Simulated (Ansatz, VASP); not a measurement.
# Pt in VASP and in Ansatz

```
CELL_PARAMETERS angstrom
2.76067 0.00000 0.00000
-1.38033 2.39081 0.00000
0.00000 0.00000 4.79213
ATOMIC_POSITIONS crystal
Pt 0.66667 0.33333 0.75000
Pt 0.38039 0.76078 0.25000
```

Change from the starting cell: one atom moved.

Alike in both runs: task single point; functional PBEsol; k mesh 15 × 15 × 8; occupations gaussian, width 0.1 eV; no spin polarisation.

|  | VASP | Ansatz |
| --- | --- | --- |
| version | VASP 6.6.1 | Ansatz 0.2.0 |
| potentials or method | VASP PAW PBE potentials, release 64 (Pt), cutoff 520 eV | scalar-relativistic, plane waves, PAW |
| valence electrons in the cell | 20 | 36 |

```csv
,VASP,Ansatz,Ansatz less VASP
gap on the k mesh at the Fermi level (eV),none,none,-
pressure (GPa),-10.7,-10.4,+0.36
"traceless stress, the component that is largest in VASP (GPa)",-1.44,-1.50,-0.057
rms of the force components (eV/Å),0.036,0.037,+0.0008
```

VASP's potentials were made for PBE, not for PBEsol. Atom by atom the forces differ by 0.001 eV/Å (rms over components). A gap of «none» marks a metal or a gap that the smearing closes. The functional is the same, so the differences come from potentials, cutoffs and numerics. VASP's potentials hold 20 valence electrons a cell and Ansatz's 36, so a difference there can come from the potentials and not from the codes.

Spin-orbit coupling is off throughout.
